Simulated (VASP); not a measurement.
The system is SiC.

```xyz
2
Lattice="0.0000 2.1899 2.1899 2.1899 0.0000 2.1899 2.1899 2.1899 0.0000" Properties=species:S:1:pos:R:3 pbc="T T T"
Si    1.0949    1.0949    1.0949
C     0.0000    0.0000    0.0000
```

```yaml
Program: VASP 6.6.1
Task: relaxation of cell and atoms
Functional: r2SCAN
Potentials_or_basis: VASP PAW PBE potentials, release 64 (Si, C)
Cutoff: 600 eV
k_mesh: 10 × 10 × 10
Occupations: fermi-dirac, width 0.02 eV
Spin: no spin polarisation
```

At the start: pressure -3.9 GPa; volume 10.50 Å³/atom.

Task: Where does the relaxation end?

Result: Over 3 steps the energy falls by 2.3 meV/atom and the volume is 10.32 Å³/atom (-1.7 %); space group F-43m (No. 216, to 0.05 Å).

The path:
| step | energy change (eV) | largest force (eV/Å) | pressure (GPa) | volume (Å³) |
| --- | --- | --- | --- | --- |
| 1 | 0.0000 | 0.0000 | -3.87 | 21.00 |
| 2 | 0.0010 | 0.0000 | 4.55 | 20.24 |
| 3 | -0.0045 | 0.0000 | -0.01 | 20.64 |

Final structure:
```
CELL_PARAMETERS angstrom
0.00000 2.17704 2.17704
2.17704 0.00000 2.17704
2.17704 2.17704 0.00000
ATOMIC_POSITIONS crystal
Si 0.25000 0.25000 0.25000
C 0.00000 0.00000 0.00000
```

Caveat: the PAW data sets were made with another functional, which shifts forces and pressure a little.
